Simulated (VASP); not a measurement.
Wanted: the native input for a VASP 6.6.1 run.

```yaml
Task: electric field gradients
Functional: LDA
Potentials_or_basis: VASP PAW LDA potentials, release 64 (Ag, I)
Cutoff: 400 eV
k_mesh: 8 × 8 × 4
Occupations: fermi-dirac, width 0.01 eV
Spin: no spin polarisation
Dipole_correction: no
Further_INCAR_settings: ALGO = Normal; EDIFF = 1e-08; NBANDS = 26
```

The structure of AgI lies in POSCAR:

```
AgI
1.0
    4.5800015808      0.0000000000      0.0000000000
   -2.2900007904      3.9663977183      0.0000000000
    0.0000000000      0.0000000000      7.5100000000
Ag I
2 2
Direct
    0.3333333333      0.6666666667      0.0000000000
    0.6666666667      0.3333333333      0.5000000000
    0.3333333333      0.6666666667      0.3750000000
    0.6666666667      0.3333333333      0.8750000000
```

One way to write it, as run:

INCAR

```
SYSTEM = AgI
PREC = Accurate
ENCUT = 400
EDIFF = 1E-8
ISMEAR = -1
SIGMA = 0.01
LREAL = .False.
LASPH = .True.
NELM = 120
ALGO = Normal
ISIF = 2
LWAVE = .False.
LCHARG = .False.
GGA = CA
LEFG = .True.
NBANDS = 26
GGA_COMPAT = .False.
```

KPOINTS

```
regular mesh
0
Gamma
  8 8 4
  0 0 0
```

Potentials or basis: VASP PAW LDA potentials, release 64 (Ag, I).

Command:

```bash
$ cat potpaw_LDA.64/Ag/POTCAR potpaw_LDA.64/I/POTCAR > POTCAR
$ mpirun -np 1 vasp_std > vasp.out
```

It gave:

```yaml
Pressure: -2.3 GPa
Largest_force: 0.009 eV/Å
Band_gap_on_the_k_mesh: 1.11 eV
Largest_electric_field_gradient_by_atom: Ag +2.0; I +4.0 V/Å²
```

Caveat: without QUAD_EFG the Cq values of the log hold for a quadrupole moment of 1 mb, not for the nuclei; spin-orbit coupling is left out, which moves the levels of the heavy elements.

Wall time 99 s on 1 thread of Intel Xeon 8259CL (shared host), peak memory 0.21 GiB.
